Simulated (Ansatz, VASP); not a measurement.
# As: VASP beside Ansatz

```
As
1.0
     2.89541    0.00000    0.00000
    -1.44770    2.50750    0.00000
     0.00000    0.00000    2.72168
As
1
Direct
  0.00000 0.00000 0.00000
```

Alike in both runs: task relaxation of cell and atoms; functional PBE; k mesh 15 × 15 × 14; occupations fermi-dirac, width 0.05 eV; no spin polarisation.

```csv
,VASP,Ansatz
version,VASP 6.6.1,Ansatz 0.2.0
potentials or method,"VASP PAW PBE potentials, release 64 (As)","PAW with Ansatz's default frozen-core files, scalar-relativistic"
plane-wave cutoff (eV),600,420
valence electrons in the cell,5,15
```

|  | VASP | Ansatz | Ansatz less VASP |
| --- | --- | --- | --- |
| relaxed volume (Å³/atom) | 20.08 | 20.06 | -0.023 |
| relaxed cell length with the largest relative difference (Å) | 2.733 | 2.730 | -0.0021 |

VASP's potentials hold 5 valence electrons a cell and Ansatz's 15, so a difference there can come from the potentials and not from the codes.
